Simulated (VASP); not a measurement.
Runs of VASP 6.6.1 on Tl. The structure is that of space group I4/mmm (No. 139), or close to it. The cells are those of the table. 

| cell | gap on the mesh (eV) | pressure (GPa) |
| --- | --- | --- |
| a = 3.310 Å, angles 112.3, 112.3, 104.0°, 1 atom | none | (a) |
| a = 3.364 Å, angles 107.5, 107.5, 113.5°, 1 atom | none | 0.4 |
| a = 3.364 Å, angles 111.5, 111.5, 105.4°, 1 atom | none | 0.4 |
| a = 3.280 Å, angles 111.6, 111.6, 105.3°, 1 atom | none | 3.6 |

Alike in all rows: task single point; level PBE+D3(BJ); potentials or basis VASP PAW PBE potentials, release 64 (Tl_d); no spin polarisation; k mesh 18 × 18 × 18; cutoff (eV) 520; smearing gaussian 0.15 eV.

Q: Fill in the values left out.

A: (a) 2.4.

Caveats: spin-orbit coupling is left out, which moves the levels of the heavy elements; the cell stands under pressure (at least some runs).

A k mesh can miss the band edges, and the runs leave out spin-orbit coupling on Tl.

A gap of «none» marks levels without a gap at the run's occupations.
